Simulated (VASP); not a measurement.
# PbS (Galena) (Fm-3m) in VASP: a series of runs

PbS (Galena) is run at these levels: r2SCAN+D4, LDA; tasks: relaxation of cell and atoms, single point.

Everything below comes from runs of VASP 6.6.1. Logs are shortened: lines on timing, memory, paths and dates and some standing lists are left out, and cuts for length are marked.

**1. The cell of the first run**

The structure is cubic, space group Fm-3m (No. 225). The conventional cell has a = 5.931 Å, b = 5.931 Å, c = 5.931 Å, α = 90.00°, β = 90.00°, γ = 90.00°. Pb (site symmetry m-3m) has 6 S at 2.97 Å within 3.9 Å. S (site symmetry m-3m) has 6 Pb at 2.97 Å within 3.9 Å.

**2. Relaxation of cell and atoms, r2SCAN+D4**

POSCAR reads:

```
PbS
1.0
    0.0000000000      2.9657500000      2.9657500000
    2.9657500000      0.0000000000      2.9657500000
    2.9657500000      2.9657500000      0.0000000000
Pb S
1 1
Direct
    0.0000000000      0.0000000000      0.0000000000
    0.5000000000      0.5000000000      0.5000000000
```

INCAR.step1 reads:

```
SYSTEM = PbS
ALGO     = Normal         ! electronic algorithm
EDIFF    = 1E-4           ! SCF threshold, eV
ENCUT    = 600            ! plane-wave cutoff, eV
GGA      = PE             ! functional
ISMEAR   = -1             ! smearing method
LASPH    = .TRUE.         ! aspherical terms in the spheres
LCHARG   = .FALSE.        ! write CHGCAR
LREAL    = .FALSE.        ! projectors in reciprocal space
LWAVE    = .TRUE.         ! write WAVECAR
NELM     = 60             ! most SCF steps
PREC     = Accurate       ! precision mode
SIGMA    = 0.05           ! smearing width, eV
```

INCAR.step2 reads:

```
SYSTEM = PbS
ALGO     = Normal         ! electronic algorithm
EDIFF    = 1E-6           ! SCF threshold, eV
EDIFFG   = -0.01          ! ionic threshold
ENCUT    = 600            ! plane-wave cutoff, eV
IBRION   = 2              ! ionic algorithm
ISIF     = 3              ! what is computed and relaxed
ISMEAR   = -1             ! smearing method
ISTART   = 1            
IVDW     = 13             ! dispersion correction
LASPH    = .TRUE.         ! aspherical terms in the spheres
LCHARG   = .FALSE.        ! write CHGCAR
LMIXTAU  = .TRUE.       
LREAL    = .FALSE.        ! projectors in reciprocal space
LWAVE    = .FALSE.        ! write WAVECAR
METAGGA  = R2SCAN         ! meta-GGA
NELM     = 60             ! most SCF steps
NSW      = 60             ! ionic steps
PREC     = Accurate       ! precision mode
SIGMA    = 0.05           ! smearing width, eV
VDW_A1   = 0.51559235   
VDW_A2   = 5.77342911   
VDW_S6   = 1.0          
VDW_S8   = 0.6018749
```

KPOINTS reads:

```
k-points
0
G
  8 8 8
  0 0 0
```

Potentials or basis: VASP PAW PBE potentials, release 64 (Pb_d, S).

Command:

```
$ cat potpaw_PBE.64/Pb_d/POTCAR potpaw_PBE.64/S/POTCAR > POTCAR
$ cp INCAR.step1 INCAR
$ mpirun -np 1 vasp_std > vasp.out
$ cp INCAR.step2 INCAR
$ mpirun -np 1 vasp_std > vasp.out
```

OUTCAR:

```text
SYSTEM = PbS
   EDIFF = 1E-6
   EDIFFG = -0.01
   ENCUT = 600
   IBRION = 2
   ISIF = 3
   ISMEAR = -1
   ISTART = 1
   IVDW = 13
   LASPH = .TRUE.
   LREAL = .FALSE.
   METAGGA = R2SCAN
   NELM = 60
   NSW = 60
   PREC = Accurate

 ion  position               nearest neighbor table
   1  0.000  0.000  0.000-   2 2.97   2 2.97   2 2.97   2 2.97   2 2.97   2 2.97
   2  0.500  0.500  0.500-   1 2.97   1 2.97   1 2.97   1 2.97   1 2.97   1 2.97

  LATTYP: Found a face centered cubic cell.
 ALAT       =     5.9315000000

  Lattice vectors:

 A1 = (   0.0000000000,   2.9657500000,   2.9657500000)
 A2 = (   2.9657500000,   0.0000000000,   2.9657500000)
 A3 = (   2.9657500000,   2.9657500000,   0.0000000000)

Analysis of symmetry for initial positions (statically):
=====================================================================
 Subroutine PRICEL returns:
 Original cell was already a primitive cell.

 Routine SETGRP: Setting up the symmetry group for a
 face centered cubic supercell.

 Subroutine GETGRP returns: Found 48 space group operations
[... 9 lines left out ...]

 Routine SETGRP: Setting up the symmetry group for a
 face centered cubic supercell.

 Subroutine GETGRP returns: Found 48 space group operations
[... 11 lines left out ...]
                                     Primitive cell

  volume of cell :      52.1715

  direct lattice vectors                    reciprocal lattice vectors
     0.000000000  2.965750000  2.965750000    -0.168591419  0.168591419  0.168591419
     2.965750000  0.000000000  2.965750000     0.168591419 -0.168591419  0.168591419
     2.965750000  2.965750000  0.000000000     0.168591419  0.168591419 -0.168591419

  length of vectors
     4.194203873  4.194203873  4.194203873     0.292008903  0.292008903  0.292008903

  position of ions in fractional coordinates (direct lattice)
     0.000000000  0.000000000  0.000000000
     0.500000000  0.500000000  0.500000000

  ion indices of the primitive-cell ions
   primitive index   ion index
                 1           1
                 2           2

----------------------------------------------------------------------------------------

 KPOINTS: k-points

Automatic generation of k-mesh.
 Grid dimensions read from file:
 generate k-points for:    8    8    8

 Generating k-lattice:

  Cartesian coordinates                     Fractional coordinates (reciprocal lattice)
    -0.021073927  0.021073927  0.021073927     0.125000000  0.000000000  0.000000000
     0.021073927 -0.021073927  0.021073927     0.000000000  0.125000000  0.000000000
     0.021073927  0.021073927 -0.021073927     0.000000000  0.000000000  0.125000000

  Length of vectors
     0.036501113  0.036501113  0.036501113

  Shift w.r.t. Gamma in fractional coordinates (k-lattice)
[... 50 lines left out ...]
   ENCUT  =  600.0 eV  44.10 Ry    6.64 a.u.   8.38  8.38  8.38*2*pi/ulx,y,z
   NELM   =     60;   NELMIN=  2; NELMDL=  0     # of ELM steps
   EDIFF  = 0.1E-05   stopping-criterion for ELM
   LREAL  =      F    real-space projection
   EDIFFG = -.1E-01   stopping-criterion for IOM
   NSW    =     60    number of steps for IOM
   IBRION =      2    ionic relax: 0-MD 1-quasi-New 2-CG
   NFREE  =      1    steps in history (QN), initial steepest desc. (CG)
   ISIF   =      3    stress and relaxation
   ISYM   =      2    0-nonsym 1-usesym 2-fastsym
   POTIM  = 0.5000    time-step for ionic-motion
   TEBEG  =    0.0;   TEEND  =   0.0 temperature during run
   PSTRESS=    0.0 pullay stress
   NELECT =      20.0000    total number of electrons
   NUPDOWN=      -1.0000    fix difference up-down
   EMIN   =  10.00;   EMAX   =-10.00  energy-range for DOS
   EFERMI =   0.00;   METHOD = LEGACY
   ISMEAR =    -1;   SIGMA  =   0.05  broadening in eV -4-tet -1-fermi 0-gaus
   EFERMI_NEDOS =   21; number of points for ismear=-14 and -15
   IALGO  =     38    algorithm
   IMIX   =      4    mixing-type and parameters
     AMIX     =   0.40;   BMIX     =  1.00
     AMIX_MAG =   1.60;   BMIX_MAG =  1.00
  volume/ion in A,a.u.               =      26.09       176.04
  Fermi-wavevector in a.u.,A,eV,Ry     =   1.189251  2.247359 19.242973  1.414319
  Thomas-Fermi vector in A             =   2.325363
   LORBIT       =      0    0 simple, 1 ext, 2 COOP (PROOUT), +10 PAW based schemes
   METAGGA = R2SCAN    functional components
   LHFCALC =     F    Hartree Fock is set to
   AEXX    =    0.0000 exact exchange contribution
   IVDW    =    13    specifies the selected vdW correction
   LEPSILON=     F    determine dielectric tensor
   LRPA    =     F    only Hartree local field effects (RPA)
 conjugate gradient relaxation of ions
 non-spin polarized calculation
  energy-cutoff  :      600.00
  volume of cell :       52.17
 maximum number of plane-waves:      1807
 NGX is ok and might be reduce to    36
   NGX = 17   NGY = 17   NGZ = 17

--------------------------------------- Ionic step        1  -------------------------------------------

 number of electron      20.0000002 magnetization

 Free energy of the ion-electron system (eV)
  ---------------------------------------------------
  ext. energy  EPLUGINS =         0.00000000
  ---------------------------------------------------
  free energy    TOTEN  =       -65.60771457 eV

  energy without entropy =      -65.60769201  energy(sigma->0) =      -65.60770329

------------------------ aborting loop because EDIFF is reached ----------------------------------------

  DFT-D4 for vdW energy calculation

  Edisp (eV):   -0.26283
[... 71 lines left out ...]
--------------------------------------- Ionic step        3  -------------------------------------------

 number of electron      20.0000001 magnetization

 Free energy of the ion-electron system (eV)
  ---------------------------------------------------
  ext. energy  EPLUGINS =         0.00000000
  ---------------------------------------------------
  free energy    TOTEN  =       -65.61112898 eV

  energy without entropy =      -65.61111291  energy(sigma->0) =      -65.61112095

 E-fermi :   5.8900     XC(G=0): -10.2032

 val. band max:        5.5597555744   @ k =   0.5000   0.0000   0.0000
 cond. band min:       6.2202269826   @ k =   0.5000   0.0000   0.0000
 fundamental gap:      0.6604714082
 Fermi energy:         5.8899959577

 k-point     1 :       0.0000    0.0000    0.0000
  band No.  band energies     occupation
      1     -11.8695      2.00000
      2     -11.8695      2.00000
      3     -11.8695      2.00000
      4     -11.8534      2.00000
      5     -11.8534      2.00000
      6      -8.5538      2.00000
      7      -0.5580      2.00000
      8       3.2870      2.00000
      9       3.2870      2.00000
     10       3.2870      2.00000
     11      11.0924      0.00000
     12      11.0924      0.00000
     13      11.0924      0.00000
     14      12.7286      0.00000
[... 377 lines left out ...]
      1     -11.9272      2.00000
      2     -11.8718      2.00000
      3     -11.8543      2.00000
      4     -11.8418      2.00000
      5     -11.8215      2.00000
      6      -7.0962      2.00000
      7      -3.1057      2.00000
      8       2.0475      2.00000
      9       2.4770      2.00000
     10       4.5255      2.00000
     11       7.3994      0.00000
     12       9.2452      0.00000
     13       9.8887      0.00000
     14      13.9941      0.00000

 [... further k-points ...]

------------------------ aborting loop because EDIFF is reached ----------------------------------------

  DFT-D4 for vdW energy calculation

  Edisp (eV):   -0.26045
[... 25 lines left out ...]
  FREE ENERGIE OF THE ION-ELECTRON SYSTEM (eV)
  ---------------------------------------------------
  free  energy   TOTEN  =       -65.8715769062 eV

  energy  without entropy=      -65.8715608333  energy(sigma->0) =      -65.87156887

 reached required accuracy - stopping structural energy minimisation
```

OSZICAR.step1:

```text
N       E                     dE             d eps       ncg     rms          rms(c)
DAV:   1     0.164371445161E+03    0.16437E+03   -0.10787E+04   818   0.168E+03
DAV:   2     0.481156680199E+01   -0.15956E+03   -0.15583E+03   872   0.378E+02
DAV:   3    -0.886497593956E+01   -0.13677E+02   -0.13502E+02  1052   0.110E+02
DAV:   4    -0.922672895248E+01   -0.36175E+00   -0.36150E+00   952   0.207E+01
DAV:   5    -0.923883321316E+01   -0.12104E-01   -0.12104E-01  1100   0.384E+00    0.464E+00
DAV:   6    -0.875206391103E+01    0.48677E+00   -0.14856E+00  1228   0.962E+00    0.329E+00
DAV:   7    -0.875286316297E+01   -0.79925E-03   -0.15326E-01   888   0.227E+00    0.186E+00
DAV:   8    -0.875650222826E+01   -0.36391E-02   -0.15956E-02   920   0.162E+00    0.226E-01
DAV:   9    -0.875614606961E+01    0.35616E-03   -0.33468E-03  1236   0.589E-01    0.876E-02
DAV:  10    -0.875631500434E+01   -0.16893E-03   -0.34734E-04   872   0.128E-01    0.472E-02
DAV:  11    -0.875632304549E+01   -0.80412E-05   -0.69198E-05   658   0.106E-01
   1 F= -.87563230E+01 E0= -.87562304E+01  d E =-.185383E-03
```

It took 2.5 min on 1 thread of Intel Xeon Platinum 8488C (Sapphire Rapids), shared host; peak memory 0.23 GiB.

Results:

```
Free energy                            : -65.8716 eV
Relaxed volume                         : 26.35 Å³/atom
Relaxed cell                           : a = 4.209 Å, b = 4.209 Å, c = 4.209 Å, α = 60.00°, β = 60.00°, γ = 60.00°
Space group after relaxing (to 0.05 Å) : Fm-3m (No. 225)
Energy gained by relaxing              : 0.5 meV/atom
Ionic steps                            : 3
Pressure after relaxing                : 0.0 GPa
Band gap on the k mesh                 : 0.66 eV, direct
Dispersion energy per atom             : -0.130 eV
```

Step by step:
```csv
step,energy change (eV),largest force (eV/Å),pressure (GPa),volume (Å³)
1,0.0000,0.0000,0.63,52.17
2,-0.0008,0.0000,-0.25,52.95
3,-0.0010,0.0000,0.01,52.71
```

Final structure:
```
Pb S
1.0
     0.00000    2.97591    2.97591
     2.97591    0.00000    2.97591
     2.97591    2.97591    0.00000
Pb S
1 1
Cartesian
  0.0000 0.0000 0.0000
  2.9759 2.9759 2.9759
```

Caveat: the PAW data sets were made with another functional, which shifts forces and pressure a little; spin-orbit coupling is left out, which moves the levels of the heavy elements. A k mesh can miss the band edges.

(Continued in part 2 of 2.)
